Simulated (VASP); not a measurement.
# Zn (P6_3/mmc) in VASP: a series of runs

Runs on Zn. Level: r2SCAN. Tasks: single point.

Everything below comes from runs of VASP 6.6.1. Logs are shortened: lines on timing, memory, paths and dates and some standing lists are left out, and cuts for length are marked.

### 1 The cell of the first run

Symmetry: P6_3/mmc, No. 194, hexagonal system. The conventional cell has a = 2.619 Å, b = 2.619 Å, c = 4.839 Å, α = 90.00°, β = 90.00°, γ = 120.00°. Within 3.5 Å of Zn (site symmetry -6m2) lie 12 Zn at 2.62 to 2.85 Å.

### 2 Single point, r2SCAN

Contents of POSCAR:

```
Zn
1.0
    2.6187264646      0.0000000000      0.0000000000
   -1.3093632323      2.2678836439      0.0000000000
    0.0000000000      0.0000000000      4.8388970683
Zn
2
Direct
    0.3333333333      0.6666666667      0.2500000000
    0.6666666667      0.3333333333      0.7500000000
```

Contents of INCAR.step1:

```
ALGO = Normal
EDIFF = 1E-4
ENCUT = 520
GGA = PE
ISMEAR = -1
LASPH = T
LCHARG = F
LREAL = F
LWAVE = T
NBANDS = 19
NELM = 60
PREC = Accurate
SIGMA = 0.1
```

Contents of INCAR.step2:

```
ALGO = Normal
EDIFF = 1E-7
ENCUT = 520
ISIF = 2
ISMEAR = -1
ISTART = 1
LASPH = T
LCHARG = T
LELF = T
LMIXTAU = T
LREAL = F
LVHAR = T
LWAVE = F
METAGGA = R2SCAN
NBANDS = 19
NELM = 60
PREC = Accurate
SIGMA = 0.1
```

Contents of KPOINTS:

```
k-points
0
Gamma
  7 7 3
```

Potentials or basis: VASP PAW PBE potentials, release 64 (Zn).

On the command line:

```sh
$ cat potpaw_PBE.64/Zn/POTCAR > POTCAR
$ cp INCAR.step1 INCAR
$ mpirun -np 1 vasp_std > vasp.out
$ cp INCAR.step2 INCAR
$ mpirun -np 1 vasp_std > vasp.out
```

OUTCAR:

```text
EDIFF = 1E-7
   ENCUT = 520
   ISIF = 2
   ISMEAR = -1
   ISTART = 1
   LASPH = T
   LREAL = F
   METAGGA = R2SCAN
   NELM = 60
   PREC = Accurate

 ion  position               nearest neighbor table
   1  0.333  0.667  0.250-   2 2.85   2 2.85   2 2.85   2 2.85   2 2.85   2 2.85
   2  0.667  0.333  0.750-   1 2.85   1 2.85   1 2.85   1 2.85   1 2.85   1 2.85

  LATTYP: Found a hexagonal cell.
 ALAT       =     2.6187264646
 C/A-ratio  =     1.8478054633

  Lattice vectors:

 A1 = (   2.6187264646,   0.0000000000,   0.0000000000)
 A2 = (  -1.3093632323,   2.2678836439,   0.0000000000)
 A3 = (   0.0000000000,   0.0000000000,   4.8388970683)

Analysis of symmetry for initial positions (statically):
=====================================================================
 Subroutine PRICEL returns:
 Original cell was already a primitive cell.

 Routine SETGRP: Setting up the symmetry group for a
 hexagonal supercell.

 Subroutine GETGRP returns: Found 24 space group operations
 (whereof 12 operations were pure point group operations)
 out of a pool of 24 trial point group operations.

The static configuration has the point symmetry D_3d.
 The point group associated with its full space group is D_6h.

Analysis of symmetry for dynamics (positions and initial velocities):
=====================================================================
 Subroutine PRICEL returns:
 Original cell was already a primitive cell.

 Routine SETGRP: Setting up the symmetry group for a
 hexagonal supercell.

 Subroutine GETGRP returns: Found 24 space group operations
 (whereof 12 operations were pure point group operations)
 out of a pool of 24 trial point group operations.

The dynamic configuration has the point symmetry D_3d.
 The point group associated with its full space group is D_6h.

 Subroutine INISYM returns: Found 24 space group operations
 (whereof 12 operations are pure point group operations),
 and found     1 'primitive' translations

----------------------------------------------------------------------------------------

                                     Primitive cell

  volume of cell :      28.7380

  direct lattice vectors                    reciprocal lattice vectors
     2.618726465  0.000000000  0.000000000     0.381865007  0.220469865  0.000000000
    -1.309363232  2.267883644  0.000000000     0.000000000  0.440939729  0.000000000
     0.000000000  0.000000000  4.838897068     0.000000000  0.000000000  0.206658663

  length of vectors
     2.618726465  2.618726465  4.838897068     0.440939729  0.440939729  0.206658663

  position of ions in fractional coordinates (direct lattice)
     0.333333333  0.666666667  0.250000000
     0.666666667  0.333333333  0.750000000

  ion indices of the primitive-cell ions
   primitive index   ion index
                 1           1
                 2           2

----------------------------------------------------------------------------------------

 KPOINTS: k-points

Automatic generation of k-mesh.
 Grid dimensions read from file:
 generate k-points for:    7    7    3

 Generating k-lattice:

  Cartesian coordinates                     Fractional coordinates (reciprocal lattice)
     0.054552144  0.031495695  0.000000000     0.142857143  0.000000000  0.000000000
     0.000000000  0.062991390  0.000000000     0.000000000  0.142857143  0.000000000
     0.000000000  0.000000000  0.068886221     0.000000000  0.000000000  0.333333333

  Length of vectors
     0.062991390  0.062991390  0.068886221

  Shift w.r.t. Gamma in fractional coordinates (k-lattice)
     0.000000000  0.000000000  0.000000000

 Subroutine IBZKPT returns following result:
 ===========================================

 Found     16 irreducible k-points:

 Following reciprocal coordinates:
            Coordinates               Weight
  0.000000  0.000000  0.000000      1.000000
  0.142857  0.000000  0.000000      6.000000
  0.285714  0.000000  0.000000      6.000000
  0.428571  0.000000  0.000000      6.000000
  0.142857  0.142857  0.000000      6.000000
  0.285714  0.142857  0.000000     12.000000
[... 8 lines left out ...]
  0.428571  0.142857  0.333333     12.000000
  0.285714  0.285714  0.333333     12.000000
   k-points           NKPTS =     16   k-points in BZ     NKDIM =     16   number of bands    NBANDS=     19
   number of dos      NEDOS =    301   number of ions     NIONS =      2
   total plane-waves  NPLWV =  14400
   dimension x,y,z NGX =    20 NGY =   20 NGZ =   36
   dimension x,y,z NGXF=    40 NGYF=   40 NGZF=   72
   ions per type =               2
   NGX,Y,Z   is equivalent  to a cutoff of  12.70, 12.70, 12.37 a.u.
   NGXF,Y,Z  is equivalent  to a cutoff of  25.39, 25.39, 24.74 a.u.
 SYSTEM =  unknown system
   PREC   = accura    normal or accurate (medium, high low for compatibility)
   ISTART =      1    job   : 0-new  1-cont  2-samecut
   ICHARG =      0    charge: 1-file 2-atom 10-const
   ISPIN  =      1    spin polarized calculation?
   LNONCOLLINEAR =      F non collinear calculations
   LSORBIT =      F    spin-orbit coupling
   LASPH  =      T    aspherical Exc in radial PAW
   ENCUT  =  520.0 eV  38.22 Ry    6.18 a.u.   4.87  4.87  9.00*2*pi/ulx,y,z
   NELM   =     60;   NELMIN=  2; NELMDL=  0     # of ELM steps
   EDIFF  = 0.1E-06   stopping-criterion for ELM
   LREAL  =      F    real-space projection
   EDIFFG = 0.1E-05   stopping-criterion for IOM
   NSW    =      0    number of steps for IOM
   IBRION =     -1    ionic relax: 0-MD 1-quasi-New 2-CG
   NFREE  =      0    steps in history (QN), initial steepest desc. (CG)
   ISIF   =      2    stress and relaxation
   ISYM   =      2    0-nonsym 1-usesym 2-fastsym
   POTIM  = 0.5000    time-step for ionic-motion
   TEBEG  =    0.0;   TEEND  =   0.0 temperature during run
   PSTRESS=    0.0 pullay stress
   NELECT =      24.0000    total number of electrons
   NUPDOWN=      -1.0000    fix difference up-down
   EMIN   =  10.00;   EMAX   =-10.00  energy-range for DOS
   EFERMI =   0.00;   METHOD = LEGACY
   ISMEAR =    -1;   SIGMA  =   0.10  broadening in eV -4-tet -1-fermi 0-gaus
   EFERMI_NEDOS =   21; number of points for ismear=-14 and -15
   IALGO  =     38    algorithm
   IMIX   =      4    mixing-type and parameters
     AMIX     =   0.40;   BMIX     =  1.00
     AMIX_MAG =   1.60;   BMIX_MAG =  1.00
  volume/ion in A,a.u.               =      14.37        96.97
  Fermi-wavevector in a.u.,A,eV,Ry     =   1.541675  2.913343 32.337805  2.376762
  Thomas-Fermi vector in A             =   2.647587
   LORBIT       =      0    0 simple, 1 ext, 2 COOP (PROOUT), +10 PAW based schemes
   METAGGA = R2SCAN    functional components
   LHFCALC =     F    Hartree Fock is set to
   AEXX    =    0.0000 exact exchange contribution
   IVDW    =     0    specifies the selected vdW correction
   LEPSILON=     F    determine dielectric tensor
   LRPA    =     F    only Hartree local field effects (RPA)
 non-spin polarized calculation
  energy-cutoff  :      520.00
  volume of cell :       28.74
 maximum number of plane-waves:       783
 NGX is ok and might be reduce to    20
   NGX =  9   NGY =  9   NGZ = 17

 number of electron      24.0000039 magnetization

 Free energy of the ion-electron system (eV)
  ---------------------------------------------------
  ext. energy  EPLUGINS =         0.00000000
  ---------------------------------------------------
  free energy    TOTEN  =       -17.87058708 eV

  energy without entropy =      -17.85019493  energy(sigma->0) =      -17.86039101

 E-fermi :   3.4829     XC(G=0): -12.9886

 val. band max:        3.4239512936   @ k =   0.2857   0.2857   0.3333
 cond. band min:       3.5800880732   @ k =   0.2857   0.1429   0.0000
 fundamental gap:      0.1561367796
 Fermi energy:         3.4829171360

 k-point     1 :       0.0000    0.0000    0.0000
  band No.  band energies     occupation
      1      -7.9546      2.00000
      2      -5.8341      2.00000
      3      -5.0008      2.00000
      4      -4.7509      2.00000
      5      -4.7508      2.00000
      6      -4.6920      2.00000
[... 11 lines left out ...]
     18      24.0417      0.00000
     19      24.1178      0.00000

 k-point     2 :       0.1429    0.0000    0.0000
  band No.  band energies     occupation
      1      -7.3084      2.00000
      2      -5.5747      2.00000
      3      -4.9599      2.00000
      4      -4.8012      2.00000
      5      -4.7268      2.00000
      6      -4.5986      2.00000
[... 11 lines left out ...]
     18      21.5892      0.00000
     19      22.9993      0.00000

 k-point     3 :       0.2857    0.0000    0.0000
  band No.  band energies     occupation
      1      -5.8182      2.00000
      2      -5.3885      2.00000
      3      -5.0235      2.00000
      4      -4.8246      2.00000
      5      -4.7144      2.00000
      6      -4.5836      2.00000
[... 11 lines left out ...]
     18      19.6645      0.00000
     19      21.6684      0.00000

 k-point     4 :       0.4286    0.0000    0.0000
  band No.  band energies     occupation
      1      -5.5825      2.00000
      2      -5.4938      2.00000
      3      -5.2952      2.00000
      4      -4.7461      2.00000
      5      -4.6137      2.00000
      6      -4.5807      2.00000
[... 11 lines left out ...]
     18      18.8628      0.00000
     19      20.6644      0.00000

 k-point     5 :       0.1429    0.1429    0.0000
  band No.  band energies     occupation
      1      -6.1413      2.00000
      2      -5.2472      2.00000
      3      -5.0339      2.00000
      4      -4.8723      2.00000
      5      -4.8382      2.00000
      6      -4.7049      2.00000
[... 11 lines left out ...]
     18      19.0941      0.00000
     19      20.3631      0.00000
[... 158 lines left out ...]
      2      -5.1754      2.00000
      3      -5.0513      2.00000
      4      -4.9739      2.00000
      5      -4.9167      2.00000
      6      -4.8200      2.00000
[... 11 lines left out ...]
     18      15.9999      0.00000
     19      24.7330      0.00000

 k-point    14 :       0.2857    0.1429    0.3333
  band No.  band energies     occupation
      1      -5.3654      2.00000
      2      -5.2699      2.00000
      3      -5.1136      2.00000
      4      -5.0424      2.00000
      5      -4.6565      2.00000
      6      -4.4895      2.00000
[... 11 lines left out ...]
     18      15.7928      0.00000
     19      19.4822      0.00000

 k-point    15 :       0.4286    0.1429    0.3333
  band No.  band energies     occupation
      1      -5.4418      2.00000
      2      -5.3812      2.00000
      3      -5.1246      2.00000
      4      -5.0963      2.00000
      5      -4.6493      2.00000
      6      -4.3395      2.00000
[... 11 lines left out ...]
     18      14.0163      0.00000
     19      20.2178      0.00000

 k-point    16 :       0.2857    0.2857    0.3333
  band No.  band energies     occupation
      1      -5.1801      2.00000
      2      -5.0803      2.00000
      3      -5.0168      2.00000
      4      -4.8749      2.00000
      5      -4.8501      2.00000
      6      -4.6359      2.00000
[... 11 lines left out ...]
     18      16.2816      0.00000
     19      17.5787      0.00000

------------------------ aborting loop because EDIFF is reached ----------------------------------------

  FORCE on cell =-STRESS in cart. coord.  units (eV):
  Direction    XX          YY          ZZ          XY          YZ          ZX
  --------------------------------------------------------------------------------------
  -------------------------------------------------------------------------------------
  Total        0.1029416      0.1029416     -0.0947852      0.0000000      0.0000000      0.0000000
  in kB        5.7391073      5.7391073     -5.2843799      0.0000000      0.0000000      0.0000000
  external PRESSURE =       2.0646116 kB  Pullay stress =       0.0000000 kB

 VOLUME and BASIS-vectors are now :
 -----------------------------------------------------------------------------
  energy-cutoff  :      520.00
  volume of cell :       28.74
      direct lattice vectors                 reciprocal lattice vectors
     2.618726465  0.000000000  0.000000000     0.381865007  0.220469865  0.000000000
    -1.309363232  2.267883644  0.000000000     0.000000000  0.440939729  0.000000000
     0.000000000  0.000000000  4.838897068     0.000000000  0.000000000  0.206658663

 POSITION                                       TOTAL-FORCE (eV/Angst)
 -----------------------------------------------------------------------------------
     -0.00000      1.51192      1.20972         0.000000      0.000000      0.000000
      1.30936      0.75596      3.62917        -0.000000     -0.000000      0.000000
 -----------------------------------------------------------------------------------
    total drift:                                0.000000     -0.000000      0.000000

  FREE ENERGIE OF THE ION-ELECTRON SYSTEM (eV)
  ---------------------------------------------------
  free  energy   TOTEN  =       -17.8705870845 eV

  energy  without entropy=      -17.8501949283  energy(sigma->0) =      -17.86039101
```

Wall time 50 s (1 thread of Intel Xeon Platinum 8259CL at 2.50GHz (Skylake/Cascade Lake), shared host); peak memory 0.14 GiB.

What came out:

```
Free energy            : -17.8706 eV
Pressure               : 0.2 GPa
Band gap on the k mesh : zero (band 12 reaches 4.88 eV, above the bottom of band 13 at 0.38 eV)
```

Caveat: the k points lie up to 0.43 Å⁻¹ apart; the PAW data sets were made with another functional, which shifts forces and pressure a little.

### 3 Single point, r2SCAN

POSCAR is that of step 2.

Contents of INCAR.step1:

```
PREC = Accurate
ENCUT = 520
ISMEAR = -1
SIGMA = 0.1
LREAL = False
LASPH = True
NELM = 80
NBANDS = 19
GGA = PE
ALGO = Normal
EDIFF = 1E-4
LWAVE = True
LCHARG = False
```

Contents of INCAR.step2:

```
PREC = Accurate
ENCUT = 520
EDIFF = 1E-6
ISMEAR = -1
SIGMA = 0.1
LREAL = False
LASPH = True
NELM = 80
ALGO = Normal
ISIF = 2
LWAVE = False
LCHARG = False
METAGGA = R2SCAN
LMIXTAU = True
NBANDS = 19
ISTART = 1
```

Contents of KPOINTS:

```
regular mesh
0
Gamma
  8 8 4
```

Potentials or basis: VASP PAW PBE potentials, release 64 (Zn).

On the command line:

```sh
$ cat potpaw_PBE.64/Zn/POTCAR > POTCAR
$ cp INCAR.step1 INCAR
$ mpirun -np 1 vasp_std > vasp.out
$ cp INCAR.step2 INCAR
$ mpirun -np 1 vasp_std > vasp.out
```

It took 61 s on 1 thread of Intel Xeon Platinum 8259CL at 2.50GHz (Skylake/Cascade Lake), shared host; peak memory 0.14 GiB.

The run converged. Its results:

```
Free energy            : -17.7815 eV
Pressure               : 0.8 GPa
Band gap on the k mesh : zero (band 12 reaches 4.80 eV, above the bottom of band 13 at 0.37 eV)
```

Stress tensor (GPa, compression positive):
```
 2.69  0.00  0.00
 0.00  2.69  0.00
 0.00  0.00 -2.95
```

Levels at points of the mesh, in eV from the Fermi level:
```csv
k point,band 8,band 9,band 10,band 11,band 12,band 13,band 14,band 15,band 16,band 17
"(0.00, 0.00, 0.00)",-7.56,-7.56,-7.32,-7.32,-3.91,-2.85,15.25,18.82,19.29,19.29
"(0.50, 0.00, 0.00)",-7.33,-7.10,-7.08,-3.03,-2.13,3.18,3.98,5.00,6.27,11.24
"(0.00, 0.00, 0.50)",-7.95,-7.41,-7.41,-7.41,-7.41,5.29,5.29,20.77,20.77,20.77
"(0.50, 0.00, 0.50)",-7.35,-7.09,-7.09,-2.02,-2.02,0.53,0.53,11.40,11.40,13.24
```

Caveat: the PAW data sets were made with another functional, which shifts forces and pressure a little.

(Part 1 of 2 ends here.)
